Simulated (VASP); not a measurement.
The system is B.

```
B
1.0
     2.79267    0.00000    0.00000
    -1.39634    2.41852    0.00000
     0.00000    0.00000   13.68122
B
12
Direct
  0.00000 0.00000 0.18750
  0.00000 0.00000 0.68750
  0.00000 0.00000 0.31250
  0.00000 0.00000 0.81250
  0.33333 0.66667 0.52083
  0.66667 0.33333 0.02083
  0.33333 0.66667 0.97917
  0.66667 0.33333 0.47917
  0.33333 0.66667 0.64583
  0.66667 0.33333 0.14583
  0.33333 0.66667 0.85417
  0.66667 0.33333 0.35417
```

This isn't the form of B at room conditions, which is rhombohedral.

| Property | Result |
| --- | --- |
| Program | VASP 6.6.1 |
| Task | relaxation of cell and atoms |
| Functional | PBE |
| Potentials or basis | VASP PAW PBE potentials, release 64 (B) |
| Cutoff | 600 eV |
| k mesh | 6 × 6 × 2 |
| Occupations | gaussian, width 0.1 eV |
| Spin | no spin polarisation |

At the start: pressure 16.6 GPa; volume 7.70 Å³/atom.

**Question.** How do energy, volume and symmetry change on relaxing?

**Answer.** Over 50 steps the energy falls by 421.6 meV/atom and the volume is 7.10 Å³/atom (-7.8 %); space group P6_3/mmc (No. 194, to 0.1 Å) before and after.

The path:
| step | energy change (eV) | largest force (eV/Å) | pressure (GPa) | volume (Å³) |
| --- | --- | --- | --- | --- |
| 1 | 0.0000 | 0.2066 | 16.56 | 92.40 |
| 3 | -0.4095 | 0.1922 | -0.50 | 100.50 |
| 5 | -0.4492 | 0.1043 | -0.60 | 100.49 |
| 7 | -0.7112 | 0.6818 | -1.87 | 100.34 |
| 9 | -0.7769 | 0.9773 | -12.47 | 98.03 |
| 11 | -1.2949 | 1.1997 | -6.51 | 99.50 |
| 13 | -1.3913 | 1.5156 | -7.16 | 98.77 |
| 15 | -1.5397 | 1.2723 | -7.47 | 97.08 |
| 17 | -1.9057 | 1.8947 | 0.84 | 90.99 |
| 19 | -2.6687 | 2.1647 | 5.79 | 88.82 |
| 21 | -2.8567 | 2.1365 | 8.66 | 87.56 |
| 23 | -3.9360 | 1.4628 | -0.50 | 89.14 |
| 25 | -4.2602 | 0.6347 | -5.37 | 90.37 |
| 27 | -4.4845 | 1.1151 | -0.47 | 88.18 |
| 29 | -4.5880 | 0.5277 | -0.49 | 87.81 |
| 31 | -4.6519 | 0.4601 | 0.16 | 87.17 |
| 33 | -4.7268 | 0.3975 | -0.17 | 86.86 |
| 35 | -4.7860 | 0.8259 | 0.46 | 86.48 |
| 37 | -4.8582 | 0.9334 | -0.27 | 86.25 |
| 39 | -4.9824 | 0.5262 | -1.13 | 85.61 |
| 41 | -5.0423 | 0.2611 | 0.70 | 84.86 |
| 43 | -5.0493 | 0.1086 | 1.90 | 84.58 |
| 45 | -5.0571 | 0.0990 | 0.13 | 85.34 |
| 47 | -5.0580 | 0.0507 | -0.34 | 85.45 |
| 49 | -5.0594 | 0.0501 | 0.35 | 85.18 |
| 50 | -5.0598 | 0.0170 | 0.25 | 85.23 |

Final structure:
```
B
1.0
     2.88394    0.00000    0.00000
    -1.44197    2.49757    0.00000
     0.00000    0.00000   11.83352
B
12
Direct
  0.00000 0.00000 0.12449
  0.00000 0.00000 0.62449
  0.00000 0.00000 0.37551
  0.00000 0.00000 0.87551
  0.33333 0.66667 0.54331
  0.66667 0.33333 0.04331
  0.33333 0.66667 0.95669
  0.66667 0.33333 0.45669
  0.33333 0.66667 0.67862
  0.66667 0.33333 0.17862
  0.33333 0.66667 0.82138
  0.66667 0.33333 0.32138
```

Caveat: the k points lie up to 0.42 Å⁻¹ apart in the final cell, too coarse for converged energies and pressures of a metal.
